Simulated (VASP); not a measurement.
OH2: single point with PBE

The system is OH2, in a box.

```xyz
3
Lattice="9.0000 0.0000 0.0000 0.0000 9.5000 0.0000 0.0000 0.0000 10.0000" Properties=species:S:1:pos:R:3 pbc="T T T"
O     4.5000    4.7500    5.0000
H     5.2650    4.7500    5.6000
H     3.7350    4.7500    5.6000
```

| Item | Value |
| --- | --- |
| Program | VASP 6.6.1 |
| Task | single point |
| Functional | PBE |
| Potentials or basis | VASP PAW PBE potentials, release 64 (O, H) |
| Cutoff | 520 eV |
| k mesh | 1 × 1 × 1 |
| Occupations | gaussian, width 0.01 eV |
| Spin | no spin polarisation |

```yaml
Largest_force: 0.078 eV/Å
Gap_between_the_frontier_levels: 6.10 eV
```

Forces on the atoms (eV/Å):
```
O    0.000  0.000  0.078
H    0.030  0.000 -0.039
H   -0.030  0.000 -0.039
```

Levels at points of the mesh, in eV from the valence-band top:
```
           k point  band 2  band 3  band 4  band 5  band 6  band 7
(0.00, 0.00, 0.00)   -5.83   -2.09    0.00    6.10    7.72    8.04
```

Wall time 50 s on 1 thread of Intel(R) Xeon(R) Platinum 8259CL CPU @ 2.50GHz (Skylake/Cascade Lake) (shared host), peak memory 0.75 GiB.
